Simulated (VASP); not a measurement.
# HgTe (Fm-3m) in VASP: settings compared

HgTe is run at these levels: PBE-based screened hybrid with 25 % exact exchange, BLYP+D4, PBE; tasks: single point, relaxation of cell and atoms.

All numbers are computed with VASP 6.6.1; they aren't measurements. Logs are shortened: lines on timing, memory, paths and dates and some standing lists are left out, and cuts for length are marked.

## Step 1: The cell of the first run

It takes space group Fm-3m (No. 225, cubic). Conventional cell: a = 6.360 Å, b = 6.360 Å, c = 6.360 Å, α = 90.00°, β = 90.00°, γ = 90.00°. Hg (site symmetry m-3m) has 6 Te at 3.18 Å within 4.2 Å. Within 4.2 Å of Te (site symmetry m-3m) lie 6 Hg at 3.18 Å.

## Step 2: Single point, PBE-based screened hybrid with 25 % exact exchange

POSCAR reads:

```
HgTe
1.0
    0.0000000000      3.1800000000      3.1800000000
    3.1800000000      0.0000000000      3.1800000000
    3.1800000000      3.1800000000      0.0000000000
Hg Te
1 1
Direct
    0.0000000000      0.0000000000      0.0000000000
    0.5000000000      0.5000000000      0.5000000000
```

INCAR.step1 reads:

```
PREC = Accurate
ENCUT = 400
EDIFF = 1E-5
ISMEAR = -1
SIGMA = 0.1
LREAL = False
LASPH = True
NELM = 120
ALGO = Normal
ISIF = 2
LWAVE = True
GGA = PE
NBANDS = 16
GGA_COMPAT = False
```

INCAR.step2 reads:

```
PREC = Accurate
ENCUT = 400
EDIFF = 1E-6
ISMEAR = -1
SIGMA = 0.1
LREAL = False
LASPH = True
NELM = 120
ALGO = Normal
ISIF = 2
LWAVE = False
LCHARG = True
GGA = PE
LHFCALC = True
AEXX = 0.25
HFSCREEN = 0.3
PRECFOCK = Normal
LELF = True
LVHAR = True
ISTART = 1
NBANDS = 16
GGA_COMPAT = False
```

KPOINTS reads:

```
Automatic mesh
0
Gamma
  5 5 5
```

Potentials or basis: VASP PAW PBE potentials, release 64 (Hg, Te).

Started as:

```
> cat potpaw_PBE.64/Hg/POTCAR potpaw_PBE.64/Te/POTCAR > POTCAR
> cp INCAR.step1 INCAR
> mpirun -np 1 vasp_std > vasp.out
> cp INCAR.step2 INCAR
> mpirun -np 1 vasp_std > vasp.out
```

OUTCAR:

```text
PREC = Accurate
   ENCUT = 400
   EDIFF = 1E-6
   ISMEAR = -1
   LREAL = False
   LASPH = True
   NELM = 120
   ISIF = 2
   GGA = PE
   LHFCALC = True
   AEXX = 0.25
   HFSCREEN = 0.3
   PRECFOCK = Normal
   ISTART = 1

 ion  position               nearest neighbor table
   1  0.000  0.000  0.000-   2 3.18   2 3.18   2 3.18   2 3.18   2 3.18   2 3.18
   2  0.500  0.500  0.500-   1 3.18   1 3.18   1 3.18   1 3.18   1 3.18   1 3.18

  LATTYP: Found a face centered cubic cell.
 ALAT       =     6.3600000000

  Lattice vectors:

 A1 = (   0.0000000000,   3.1800000000,   3.1800000000)
 A2 = (   3.1800000000,   0.0000000000,   3.1800000000)
 A3 = (   3.1800000000,   3.1800000000,   0.0000000000)

Analysis of symmetry for initial positions (statically):
=====================================================================
 Subroutine PRICEL returns:
 Original cell was already a primitive cell.

 Routine SETGRP: Setting up the symmetry group for a
 face centered cubic supercell.

 Subroutine GETGRP returns: Found 48 space group operations
 (whereof 48 operations were pure point group operations)
 out of a pool of 48 trial point group operations.

The static configuration has the point symmetry O_h .

Analysis of symmetry for dynamics (positions and initial velocities):
=====================================================================
 Subroutine PRICEL returns:
 Original cell was already a primitive cell.

 Routine SETGRP: Setting up the symmetry group for a
 face centered cubic supercell.

 Subroutine GETGRP returns: Found 48 space group operations
 (whereof 48 operations were pure point group operations)
 out of a pool of 48 trial point group operations.

The dynamic configuration has the point symmetry O_h .

 Subroutine INISYM returns: Found 48 space group operations
 (whereof 48 operations are pure point group operations),
 and found     1 'primitive' translations

----------------------------------------------------------------------------------------

                                     Primitive cell

  volume of cell :      64.3149

  direct lattice vectors                    reciprocal lattice vectors
     0.000000000  3.180000000  3.180000000    -0.157232704  0.157232704  0.157232704
     3.180000000  0.000000000  3.180000000     0.157232704 -0.157232704  0.157232704
     3.180000000  3.180000000  0.000000000     0.157232704  0.157232704 -0.157232704

  length of vectors
     4.497199128  4.497199128  4.497199128     0.272335033  0.272335033  0.272335033

  position of ions in fractional coordinates (direct lattice)
     0.000000000  0.000000000  0.000000000
     0.500000000  0.500000000  0.500000000

  ion indices of the primitive-cell ions
   primitive index   ion index
                 1           1
                 2           2

----------------------------------------------------------------------------------------

 KPOINTS: Automatic mesh

Automatic generation of k-mesh.
 Grid dimensions read from file:
 generate k-points for:    5    5    5

 Generating k-lattice:

  Cartesian coordinates                     Fractional coordinates (reciprocal lattice)
    -0.031446541  0.031446541  0.031446541     0.200000000  0.000000000  0.000000000
     0.031446541 -0.031446541  0.031446541     0.000000000  0.200000000  0.000000000
     0.031446541  0.031446541 -0.031446541     0.000000000  0.000000000  0.200000000

  Length of vectors
     0.054467007  0.054467007  0.054467007

  Shift w.r.t. Gamma in fractional coordinates (k-lattice)
     0.000000000  0.000000000  0.000000000

 Subroutine IBZKPT returns following result:
 ===========================================

 Found     10 irreducible k-points:

 Following reciprocal coordinates:
            Coordinates               Weight
  0.000000  0.000000  0.000000      1.000000
  0.200000  0.000000  0.000000      8.000000
  0.400000  0.000000  0.000000      8.000000
  0.200000  0.200000  0.000000      6.000000
  0.400000  0.200000  0.000000     24.000000
 -0.400000  0.200000  0.000000     24.000000
 -0.200000  0.200000  0.000000     12.000000
  0.400000  0.400000  0.000000      6.000000
 -0.400000  0.400000  0.000000     12.000000
 -0.400000  0.400000  0.200000     24.000000
   k-points           NKPTS =     10   k-points in BZ     NKDIM =    125   number of bands    NBANDS=     16
   number of dos      NEDOS =    301   number of ions     NIONS =      2
   total plane-waves  NPLWV =  27000
   dimension x,y,z NGX =    30 NGY =   30 NGZ =   30
   dimension x,y,z NGXF=    60 NGYF=   60 NGZF=   60
   ions per type =               1   1
   NGX,Y,Z   is equivalent  to a cutoff of  11.09, 11.09, 11.09 a.u.
   NGXF,Y,Z  is equivalent  to a cutoff of  22.18, 22.18, 22.18 a.u.
 SYSTEM =  unknown system
   PREC   = accura    normal or accurate (medium, high low for compatibility)
   ISTART =      1    job   : 0-new  1-cont  2-samecut
   ICHARG =      0    charge: 1-file 2-atom 10-const
   ISPIN  =      1    spin polarized calculation?
   LNONCOLLINEAR =      F non collinear calculations
   LSORBIT =      F    spin-orbit coupling
   LASPH  =      T    aspherical Exc in radial PAW
   ENCUT  =  400.0 eV  29.40 Ry    5.42 a.u.   7.33  7.33  7.33*2*pi/ulx,y,z
   NELM   =    120;   NELMIN=  2; NELMDL=  0     # of ELM steps
   EDIFF  = 0.1E-05   stopping-criterion for ELM
   LREAL  =      F    real-space projection
   EDIFFG = 0.1E-04   stopping-criterion for IOM
   NSW    =      0    number of steps for IOM
   IBRION =     -1    ionic relax: 0-MD 1-quasi-New 2-CG
   NFREE  =      0    steps in history (QN), initial steepest desc. (CG)
   ISIF   =      2    stress and relaxation
   ISYM   =      3    0-nonsym 1-usesym 2-fastsym
   POTIM  = 0.5000    time-step for ionic-motion
   TEBEG  =    0.0;   TEEND  =   0.0 temperature during run
   PSTRESS=    0.0 pullay stress
   NELECT =      18.0000    total number of electrons
   NUPDOWN=      -1.0000    fix difference up-down
   EMIN   =  10.00;   EMAX   =-10.00  energy-range for DOS
   EFERMI =   0.00;   METHOD = LEGACY
   ISMEAR =    -1;   SIGMA  =   0.10  broadening in eV -4-tet -1-fermi 0-gaus
   EFERMI_NEDOS =   21; number of points for ismear=-14 and -15
   IALGO  =     38    algorithm
   IMIX   =      1    mixing-type and parameters
     AMIX     =   0.40;   BMIX     =  1.00
     AMIX_MAG =   1.60;   BMIX_MAG =  1.00
  volume/ion in A,a.u.               =      32.16       217.01
  Fermi-wavevector in a.u.,A,eV,Ry     =   1.070850  2.023613 15.602062  1.146719
  Thomas-Fermi vector in A             =   2.206572
   LORBIT       =      0    0 simple, 1 ext, 2 COOP (PROOUT), +10 PAW based schemes
   GGA     = PE    functional components
   LHFCALC =     T    Hartree Fock is set to
   PRECFOCK=normal    Normal, Fast or Accurate (Low or Medium for compatibility)
   ENCUT4O =  -1.0   cutoff for four orbital integrals eV
   NKREDX  =     1    reduce k-point grid by
   NKREDY  =     1    reduce k-point grid by
   NKREDZ  =     1    reduce k-point grid by
   AEXX    =    0.2500 exact exchange contribution
   HFSCREEN=    0.3000 screening length (either q_TF or 0.3 A-1)
   HFSCREENC=   0.3000 screening length for correlation (either q_TF or 0.3 A-1)
   ENCUTFOCK=  -1.0 apply spherical cutoff to Coloumb kernel
   IVDW    =     0    specifies the selected vdW correction
   LEPSILON=     F    determine dielectric tensor
   LRPA    =     F    only Hartree local field effects (RPA)
 non-spin polarized calculation
  energy-cutoff  :      400.00
  volume of cell :       64.31
 maximum number of plane-waves:      1211
 NGX is ok and might be reduce to    30
  NGX = 24; NGY = 24; NGZ = 24

 number of electron      17.9999996 magnetization

 Free energy of the ion-electron system (eV)
  ---------------------------------------------------
  ext. energy  EPLUGINS =         0.00000000
  ---------------------------------------------------
  free energy    TOTEN  =        -4.03916399 eV

  energy without entropy =       -3.99959928  energy(sigma->0) =       -4.01938164

 E-fermi :   2.8492     XC(G=0):  -7.8794

 val. band max:        2.6309015477   @ k =  -0.4000   0.4000   0.0000
 cond. band min:       2.8504297339   @ k =   0.4000   0.0000   0.0000
 fundamental gap:      0.2195281862
 Fermi energy:         2.8491676825

 k-point     1 :       0.0000    0.0000    0.0000
  band No.  band energies     occupation
      1      -9.4405      2.00000
      2      -4.6000      2.00000
      3      -4.6000      2.00000
      4      -4.5500      2.00000
      5      -4.5500      2.00000
      6      -4.5500      2.00000
[... 8 lines left out ...]
     15      11.0322      0.00000
     16      11.0322      0.00000

 k-point     2 :       0.2000    0.0000    0.0000
  band No.  band energies     occupation
      1      -9.1532      2.00000
      2      -4.6803      2.00000
      3      -4.6803      2.00000
      4      -4.5748      2.00000
      5      -4.5140      2.00000
      6      -4.5140      2.00000
[... 8 lines left out ...]
     15      11.7339      0.00000
     16      11.7339      0.00000

 k-point     3 :       0.4000    0.0000    0.0000
  band No.  band energies     occupation
      1      -8.5670      2.00000
      2      -4.8100      2.00000
      3      -4.8100      2.00000
      4      -4.6838      2.00000
      5      -4.4482      2.00000
      6      -4.4482      2.00000
[... 8 lines left out ...]
     15      13.5042      0.00000
     16      13.5042      0.00000

 k-point     4 :       0.2000    0.2000    0.0000
  band No.  band energies     occupation
      1      -9.0919      2.00000
      2      -4.7340      2.00000
      3      -4.5796      2.00000
      4      -4.5771      2.00000
      5      -4.5075      2.00000
      6      -4.5075      2.00000
[... 8 lines left out ...]
     15      13.5048      0.00000
     16      13.5048      0.00000
[... 58 lines left out ...]
 k-point     8 :       0.4000    0.4000    0.0000
  band No.  band energies     occupation
      1      -8.6488      2.00000
      2      -4.6274      2.00000
      3      -4.5399      2.00000
      4      -4.4076      2.00000
      5      -4.4076      2.00000
      6      -4.2227      2.00000
[... 8 lines left out ...]
     15      15.2173      0.00000
     16      16.0907      0.00000

 k-point     9 :      -0.4000    0.4000    0.0000
  band No.  band energies     occupation
      1      -8.5244      2.00000
      2      -4.6289      2.00000
      3      -4.6154      2.00000
      4      -4.4403      2.00000
      5      -4.3999      2.00000
      6      -4.0443      2.00000
[... 8 lines left out ...]
     15      14.3397      0.00000
     16      16.0221      0.00000

 k-point    10 :      -0.4000    0.4000    0.2000
  band No.  band energies     occupation
      1      -8.5024      2.00000
      2      -4.7207      2.00000
      3      -4.5731      2.00000
      4      -4.5305      2.00000
      5      -4.4070      2.00000
      6      -4.2166      2.00000
[... 8 lines left out ...]
     15      13.5172      0.00000
     16      15.5909      0.00000

------------------------ aborting loop because EDIFF is reached ----------------------------------------

  FORCE on cell =-STRESS in cart. coord.  units (eV):
  Direction    XX          YY          ZZ          XY          YZ          ZX
  --------------------------------------------------------------------------------------
  -------------------------------------------------------------------------------------
  Total       -1.9914344     -1.9914344     -1.9914344     -0.0000000     -0.0000000      0.0000000
  in kB      -49.6095436    -49.6095436    -49.6095436     -0.0000000     -0.0000000      0.0000000
  external PRESSURE =     -49.6095436 kB  Pullay stress =       0.0000000 kB

 VOLUME and BASIS-vectors are now :
 -----------------------------------------------------------------------------
  energy-cutoff  :      400.00
  volume of cell :       64.31
      direct lattice vectors                 reciprocal lattice vectors
     0.000000000  3.180000000  3.180000000    -0.157232704  0.157232704  0.157232704
     3.180000000  0.000000000  3.180000000     0.157232704 -0.157232704  0.157232704
     3.180000000  3.180000000  0.000000000     0.157232704  0.157232704 -0.157232704

 POSITION                                       TOTAL-FORCE (eV/Angst)
 -----------------------------------------------------------------------------------
      0.00000      0.00000      0.00000         0.000000     -0.000000      0.000000
      3.18000      3.18000      3.18000         0.000000      0.000000     -0.000000
 -----------------------------------------------------------------------------------
    total drift:                               -0.000001      0.000001      0.000001

  FREE ENERGIE OF THE ION-ELECTRON SYSTEM (eV)
  ---------------------------------------------------
  free  energy   TOTEN  =        -4.0391639946 eV

  energy  without entropy=       -3.9995992835  energy(sigma->0) =       -4.01938164
```

It took 15 min on 1 thread of AMD EPYC 9R45 (Zen 5), shared host; peak memory 0.25 GiB.

Results:

```yaml
Free_energy: -4.0392 eV
Pressure: -5.0 GPa
Band_gap_on_the_k_mesh: zero (bands 9 and 10 overlap by 1.76 eV)
```

Caveat: the cell stands under tension; the PAW data sets were made with another functional, which shifts forces and pressure a little; spin-orbit coupling is left out, which moves the levels of the heavy elements.

## Step 3: Single point, BLYP+D4

This run uses another cell than the first one, of 28.59 Å³/atom.

INCAR reads:

```
SYSTEM = HgTe
AGGAC    = 1.0          
AGGAX    = 1.0          
ALDAC    = 0.0          
ALDAX    = 1.0          
ALGO     = Normal         ! electronic algorithm
EDIFF    = 1E-6           ! SCF threshold, eV
ENCUT    = 520            ! plane-wave cutoff, eV
GGA      = B5             ! functional
ISIF     = 2              ! what is computed and relaxed
ISMEAR   = -1             ! smearing method
IVDW     = 13             ! dispersion correction
LASPH    = .True.         ! aspherical terms in the spheres
LCHARG   = .True.         ! write CHGCAR
LELF     = .True.         ! ELF
LREAL    = .False.        ! projectors in reciprocal space
LVHAR    = .True.       
LWAVE    = .False.        ! write WAVECAR
NBANDS   = 16             ! bands
NELM     = 60             ! most SCF steps
PREC     = Accurate       ! precision mode
SIGMA    = 0.05           ! smearing width, eV
VDW_A1   = 0.44488865   
VDW_A2   = 4.0933009    
VDW_S6   = 1.0          
VDW_S8   = 2.34076671
```

KPOINTS reads:

```
k-points
0
Gamma
  7 7 7
  0 0 0
```

POSCAR reads:

```
HgTe
1.0
    0.0000000000      3.0578719470      3.0578719470
    3.0578719470      0.0000000000      3.0578719470
    3.0578719470      3.0578719470      0.0000000000
Hg Te
1 1
Direct
    0.0000000000      0.0000000000      0.0000000000
    0.5000000000      0.5000000000      0.5000000000
```

Potentials or basis: VASP PAW PBE potentials, release 64 (Hg, Te).

Started as:

```
> cat potpaw_PBE.64/Hg/POTCAR potpaw_PBE.64/Te/POTCAR > POTCAR
> mpirun -np 1 vasp_std > vasp.out
```

Run time: 13 s. Hardware: 1 thread of Intel Xeon 6975P-C (Granite Rapids), shared host; peak memory 0.17 GiB.

It converged, with:

```
Free energy                : -3.9298 eV
Pressure                   : 0.4 GPa
Band gap on the k mesh     : zero (bands 9 and 10 overlap by 2.38 eV)
Dispersion energy per atom : -0.881 eV
```

Levels at points of the mesh, in eV from the Fermi level:
```tsv
k point	band 7	band 8	band 9	band 10	band 11	band 12
(0.00, 0.00, 0.00)	-1.10	-0.76	-0.76	-0.76	7.68	7.68
```

Caveat: the PAW data sets were made with another functional, which shifts forces and pressure a little; spin-orbit coupling is left out, which moves the levels of the heavy elements.

## Step 4: Single point, PBE

INCAR reads:

```
SYSTEM = HgTe
ALGO = Normal
EDIFF = 1E-7
ENCUT = 520
GGA = PE
ISIF = 2
ISMEAR = 0
LASPH = .True.
LCHARG = .False.
LREAL = .False.
LWAVE = .False.
NBANDS = 16
NELM = 80
PREC = Accurate
SIGMA = 0.028999999999999998
```

KPOINTS is that of step 3.

POSCAR reads:

```
HgTe
1.0
    0.0000000000      3.1800000000      3.1800000000
    3.1800000000      0.0000000000      3.1800000000
    3.1800000000      3.1800000000      0.0000000000
Hg Te
1 1
Direct
    0.0000000000      0.0000000000      0.0000000000
    0.5000000000      0.5000000000      0.5000000000
```

Started as:

```
> cat potpaw_PBE.64/Hg/POTCAR potpaw_PBE.64/Te/POTCAR > POTCAR
> mpirun -np 1 vasp_std > vasp.out
```

It took 8.8 s on 1 thread of Intel Xeon 6975P-C (Granite Rapids), shared host; peak memory 0.2 GiB.

It converged, with:

* Free energy: -3.2793 eV
* Pressure: -3.7 GPa
* Band gap on the k mesh: zero (bands 9 and 10 overlap by 1.91 eV)

Levels at points of the mesh, in eV from the Fermi level:
```
           k point  band 7  band 8  band 9  band 10  band 11  band 12
(0.00, 0.00, 0.00)   -1.41   -0.56   -0.56    -0.56     7.45     7.45
```

Caveat: the cell stands under tension; spin-orbit coupling is left out, which moves the levels of the heavy elements.

## Step 5: Single point, PBE

INCAR reads:

```
ALGO     = Normal         # electronic algorithm
EDIFF    = 1E-7           # SCF threshold, eV
ENCUT    = 520            # plane-wave cutoff, eV
GGA      = PE             # functional
ISIF     = 2              # what is computed and relaxed
ISMEAR   = 0              # smearing method
LASPH    = T              # aspherical terms in the spheres
LCHARG   = F              # write CHGCAR
LREAL    = F              # projectors in reciprocal space
LWAVE    = F              # write WAVECAR
NBANDS   = 16             # bands
NELM     = 60             # most SCF steps
PREC     = Accurate       # precision mode
SIGMA    = 0.03           # smearing width, eV
```

KPOINTS reads:

```
k-points
0
Gamma
  7 7 7
```

POSCAR is that of step 4.

Started as:

```
> cat potpaw_PBE.64/Hg/POTCAR potpaw_PBE.64/Te/POTCAR > POTCAR
> mpirun -np 1 vasp_std > vasp.out
```

Run time: 8.5 s. Hardware: 1 thread of Intel Xeon 6975P-C (Granite Rapids), shared host; peak memory 0.21 GiB.

The run converged. Its results:

```yaml
Free_energy: -3.2793 eV
Pressure: -3.7 GPa
Band_gap_on_the_k_mesh: zero (bands 9 and 10 overlap by 1.91 eV)
```

Levels at points of the mesh, in eV from the Fermi level:
```csv
k point,band 7,band 8,band 9,band 10,band 11,band 12
"(0.00, 0.00, 0.00)",-1.41,-0.56,-0.56,-0.56,7.45,7.45
```

Caveat: the cell stands under tension; spin-orbit coupling is left out, which moves the levels of the heavy elements.

[end of part 1 of 2]
